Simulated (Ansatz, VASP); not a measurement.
# KBr in VASP and in Ansatz

```
K Br
1.0
     3.97587    0.00000    0.00000
     0.00000    3.97587    0.00000
     0.00000    0.00000    4.05618
K Br
1 1
Direct
  0.00000 0.00000 0.00000
  0.50000 0.50000 0.50000
```

Change from the starting cell: uniaxial_z strain +2.0%.

Alike in both runs: task single point; functional PBE; k mesh 6 × 6 × 6; occupations fermi-dirac, width 0.02 eV; no spin polarisation.

|  | VASP | Ansatz |
| --- | --- | --- |
| version | VASP 6.6.1 | Ansatz 0.2.0 |
| potentials or method | VASP PAW PBE potentials, release 64 (K_sv, Br) | plane waves, PAW |
| plane-wave cutoff (eV) | 520 | 420 |
| valence electrons in the cell | 16 | 16 |

```csv
,VASP,Ansatz,Ansatz less VASP
gap on the k mesh at the Fermi level (eV),3.92,3.92,+0.001
pressure (GPa),0.5,0.5,-0.05
"traceless stress, the component that is largest in VASP (GPa)",-0.49,-0.49,-0.001
```

With one functional, cell and mesh, what is left measures potentials, basis and numerics.
